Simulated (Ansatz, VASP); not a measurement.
**Ag: VASP beside Ansatz**

Contents of INCAR:

```
PREC     = Accurate       # precision mode
ENCUT    = 520            # plane-wave cutoff, eV
EDIFF    = 1E-8           # SCF threshold, eV
ISMEAR   = -1             # smearing method
SIGMA    = 0.05           # smearing width, eV
LREAL    = False          # projectors in reciprocal space
LASPH    = True           # aspherical terms in the spheres
NELM     = 80             # most SCF steps
ALGO     = Normal         # electronic algorithm
ISIF     = 2              # what is computed and relaxed
LWAVE    = False          # write WAVECAR
LCHARG   = False          # write CHGCAR
GGA      = PS             # functional
LEFG     = True         
NBANDS   = 18             # bands
```

KPOINTS

```
regular mesh
0
Gamma
  9 9 9
```

File POSCAR:

```
Ag
1.0
    0.0000000000      2.8140871700      2.8140871700
    2.8140871700      0.0000000000      2.8140871700
    2.8140871700      2.8140871700      0.0000000000
Ag
2
Direct
   -0.1250000000     -0.1250000000     -0.1250000000
    0.1250000000      0.1250000000      0.1250000000
```

Input for Ansatz:

```yaml
crystal:
  lattice:
    - [0.0, 2.81408717, 2.81408717]
    - [2.81408717, 0.0, 2.81408717]
    - [2.81408717, 2.81408717, 0.0]
  atoms:
    - { symbol: Ag, position: [-0.125, -0.125, -0.125] }
    - { symbol: Ag, position: [0.125, 0.125, 0.125] }
kpoints:
  mp_grid: { grid: [9, 9, 9] }
scf:
  occupations: { method: fermi_dirac, width: 0.05 }
hamiltonian:
  xc: pbesol
  pseudopotentials: { kind: all_electron, datasets: crystal }
output:
  forces: true
  stress: true
  eigenvalues: true
  efg: { contact_densities: true }
```

Change from the starting cell: shortest bond scaled by 1, crystal datasets.

Alike in both runs: task electric field gradients; functional PBEsol; k mesh 9 × 9 × 9; occupations fermi-dirac, width 0.05 eV; no spin polarisation.

|  | VASP | Ansatz |
| --- | --- | --- |
| version | VASP 6.6.1 | Ansatz 0.2.0 |
| potentials or method | VASP PAW PBE potentials, release 64 (Ag), cutoff 520 eV | all-electron PAW with datasets made for the crystal, scalar-relativistic |

|  | VASP | Ansatz | Ansatz less VASP |
| --- | --- | --- | --- |
| pressure (GPa) | 15.5 | 15.9 | +0.39 |

VASP's potentials were made for PBE, not for PBEsol. Ansatz ran all-electron here, and VASP with PAW potentials.
